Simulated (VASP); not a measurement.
**HfO2: single point with PBE**

HfO2:

```
CELL_PARAMETERS angstrom
0.00000 2.57660 2.57660
2.57660 0.00000 2.57660
2.57660 2.57660 0.00000
ATOMIC_POSITIONS crystal
Hf 0.00000 0.00000 0.00000
O 0.25000 0.25000 0.25000
O 0.75000 0.75000 0.75000
```

```
Program             : VASP 6.6.1
Task                : single point
Functional          : PBE
Potentials or basis : VASP PAW PBE potentials, release 64 (Hf_pv, O)
Cutoff              : 520 eV
k mesh              : 9 × 9 × 9
Occupations         : fermi-dirac, width 0.02 eV
Spin                : no spin polarisation
```

```
Pressure               : -10.8 GPa
Band gap on the k mesh : 3.77 eV, indirect (least direct gap 3.88 eV)
```

Levels at points of the mesh, in eV from the valence-band top:
| k point | band 8 | band 9 | band 10 | band 11 | band 12 | band 13 | band 14 | band 15 |
| --- | --- | --- | --- | --- | --- | --- | --- | --- |
| (0.00, 0.00, 0.00) | -5.00 | -0.54 | -0.54 | -0.54 | 3.81 | 3.81 | 5.50 | 9.87 |

It took 14 s on 1 thread of Intel(R) Xeon(R) Platinum 8488C (Sapphire Rapids), with other jobs on the host, peak memory 0.16 GiB.

Caveat: spin-orbit coupling is left out, which moves the levels of the heavy elements. A k mesh can miss the band edges.
